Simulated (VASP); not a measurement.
# Ta2N: relaxation of cell and atoms with r2SCAN

Ta2N:

```
Ta N
1.0
     3.11286    0.00000    0.00000
    -1.55643    2.69582    0.00000
     0.00000    0.00000    4.86984
Ta N
2 1
Direct
  0.66667 0.33333 0.74529
  0.33333 0.66667 0.25471
  0.00000 0.00000 0.00000
```

* Program: VASP 6.6.1
* Task: relaxation of cell and atoms
* Functional: r2SCAN
* Potentials or basis: VASP PAW PBE potentials, release 64 (Ta_pv, N)
* Cutoff: 600 eV
* k mesh: 15 × 15 × 10
* Occupations: gaussian, width 0.1 eV
* Spin: no spin polarisation
* Dipole correction: no
* Further INCAR settings: ALGO = Normal; EDIFF = 1e-07; IBRION = 2; EDIFFG = -0.005; NSW = 100; ISIF = 3

| Item | Value |
| --- | --- |
| Relaxed volume | 13.39 Å³/atom |
| Relaxed cell | a = 3.077 Å, b = 3.077 Å, c = 4.899 Å, α = 90.00°, β = 90.00°, γ = 120.00° |
| Space group after relaxing (to 0.1 Å) | P-3m1 (No. 164) |
| Energy gained by relaxing | 4.8 meV/atom |
| Ionic steps | 7 |
| Pressure after relaxing | 0.0 GPa |
| Largest force after relaxing | 0.005 eV/Å |
| Band gap on the k mesh | zero (an odd number of electrons rules out a gap without spin polarisation) |

Forces in eV/Å, atoms in the order of the input:
```
Ta   0.000  0.000 -0.005
Ta   0.000  0.000  0.005
N    0.000  0.000  0.000
```

The path:
```csv
step,energy change (eV),largest force (eV/Å),pressure (GPa),volume (Å³)
1,0.0000,0.1034,-4.31,40.87
2,0.0428,0.3725,12.29,38.74
3,-0.0098,0.1825,0.30,40.21
4,-0.0134,0.0384,0.12,40.19
5,-0.0141,0.0483,0.03,40.17
6,-0.0143,0.0127,0.00,40.18
7,-0.0143,0.0047,0.00,40.18
```

Final structure:
```
CELL_PARAMETERS angstrom
3.07740 0.00000 0.00000
-1.53870 2.66511 0.00000
0.00000 0.00000 4.89933
ATOMIC_POSITIONS crystal
Ta 0.66667 0.33333 0.74267
Ta 0.33333 0.66667 0.25733
N 0.00000 0.00000 0.00000
```

Levels at points of the mesh, in eV from the Fermi level:
| k point | band 10 | band 11 | band 12 | band 13 | band 14 | band 15 | band 16 | band 17 |
| --- | --- | --- | --- | --- | --- | --- | --- | --- |
| (0.00, 0.00, 0.00) | -6.31 | -5.46 | -0.81 | -0.23 | -0.23 | 0.09 | 0.51 | 0.51 |
| (0.00, 0.00, 0.50) | -6.49 | -3.30 | -2.99 | -1.05 | -1.05 | 1.76 | 2.35 | 2.48 |

It took 84 min on 1 thread of Oxide Virtual Turin-like Processor, with other jobs on the host, peak memory 0.31 GiB.

Caveat: the PAW data sets were made with another functional, which shifts forces and pressure a little; spin-orbit coupling is left out, which moves the levels of the heavy elements.
